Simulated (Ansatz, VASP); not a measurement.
## One calculation of Sr, two programs

The input POSCAR:

```
Sr
1.0
    0.0000000000      3.0521103947      3.0521103947
    3.0521103947      0.0000000000      3.0521103947
    3.0521103947      3.0521103947      0.0000000000
Sr
1
Direct
    0.0000000000      0.0000000000      0.0000000000
```

Contents of INCAR.step1:

```
SYSTEM = Sr
ALGO     = Normal         ! electronic algorithm
EDIFF    = 1E-4           ! SCF threshold, eV
ENCUT    = 520            ! plane-wave cutoff, eV
GGA      = PE             ! functional
GGA_COMPAT= .False.      
ISMEAR   = -1             ! smearing method
LASPH    = .True.         ! aspherical terms in the spheres
LCHARG   = .False.        ! write CHGCAR
LNONCOLLINEAR= .True.         ! non-collinear magnetism
LREAL    = .False.        ! projectors in reciprocal space
LSORBIT  = .True.         ! spin-orbit coupling
LWAVE    = .True.         ! write WAVECAR
MAGMOM   = 0 0 0          ! initial moments
NBANDS   = 21             ! bands
NELM     = 150            ! most SCF steps
PREC     = Accurate       ! precision mode
SIGMA    = 0.1            ! smearing width, eV
```

Contents of INCAR.step2:

```
SYSTEM = Sr
ALGO     = Normal         ! electronic algorithm
EDIFF    = 1E-7           ! SCF threshold, eV
ENCUT    = 520            ! plane-wave cutoff, eV
GGA_COMPAT= .False.      
ISIF     = 2              ! what is computed and relaxed
ISMEAR   = -1             ! smearing method
ISTART   = 1            
LASPH    = .True.         ! aspherical terms in the spheres
LCHARG   = .False.        ! write CHGCAR
LMIXTAU  = .True.       
LNONCOLLINEAR= .True.         ! non-collinear magnetism
LORBIT   = 11             ! projections on sites
LORBMOM  = .True.       
LREAL    = .False.        ! projectors in reciprocal space
LSORBIT  = .True.         ! spin-orbit coupling
LWAVE    = .False.        ! write WAVECAR
MAGMOM   = 0 0 0          ! initial moments
METAGGA  = R2SCAN         ! meta-GGA
NBANDS   = 21             ! bands
NELM     = 150            ! most SCF steps
PREC     = Accurate       ! precision mode
SIGMA    = 0.1            ! smearing width, eV
```

KPOINTS

```
k-points
0
Gamma
  9 9 9
  0 0 0
```

Input for Ansatz:

```yaml
crystal:
  lattice:
    - [0.0, 3.0521103947, 3.0521103947]
    - [3.0521103947, 0.0, 3.0521103947]
    - [3.0521103947, 3.0521103947, 0.0]
  atoms:
    - { symbol: Sr, position: [0.0, 0.0, 0.0] }
hamiltonian:
  xc: r2scan
  pseudopotentials:
    kind: paw_fr
    azcp:
      Sr: "pseudopotentials/Sr.paw.azcp"
basis:
  ecutwfc: 500
  fft_grid_basis: typed
kpoints:
  mp_grid: { grid: [9, 9, 9], shift: [0, 0, 0] }
magnetization:
  noncollinear: true
  spin_orbit: true
scf:
  occupations: { method: fermi_dirac, width: 0.1 }
```

Alike in both runs: task single point; functional r2SCAN; k mesh 9 × 9 × 9; occupations fermi-dirac, width 0.1 eV; non-collinear spin, spin-orbit coupling.

|  | VASP | Ansatz |
| --- | --- | --- |
| version | VASP 6.6.1 | Ansatz 0.2.0 |
| potentials or method | VASP PAW PBE potentials, release 64 (Sr_sv), cutoff 520 eV | plane waves (500 eV) with PAW, fully relativistic with spin-orbit coupling |
| valence electrons in the cell | 10 | 10 |

|  | VASP | Ansatz | Ansatz less VASP |
| --- | --- | --- | --- |
| net moment per atom (μB) | 0.00 | 0.00 | 0.000 |

VASP's potentials were made for PBE, not for r2SCAN.
